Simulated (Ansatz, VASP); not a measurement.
**Two plane-wave programs on AlN**

```
Al N
1.0
     0.00000    2.18488    2.18488
     2.14970    0.00000    2.18488
     2.14970    2.18488    0.00000
Al N
1 1
Direct
  0.00000 0.00000 0.00000
  0.25000 0.25000 0.25000
```

Change from the starting cell: uniaxial_x strain -1.6%.

Alike in both runs: task single point; functional PBE; k mesh 10 × 10 × 10; occupations fermi-dirac, width 0.02 eV; no spin polarisation.

```csv
,VASP,Ansatz
version,VASP 6.6.1,Ansatz 0.2.0
potentials or method,"VASP PAW PBE potentials, release 64 (Al, N)","plane waves, PAW"
plane-wave cutoff (eV),520,420
valence electrons in the cell,8,8
```

```tsv
	VASP	Ansatz	Ansatz less VASP
gap on the k mesh at the Fermi level (eV)	3.23	3.24	+0.009
pressure (GPa)	7.8	8.1	+0.27
traceless stress, the component that is largest in VASP (GPa)	1.32	1.31	-0.011
```
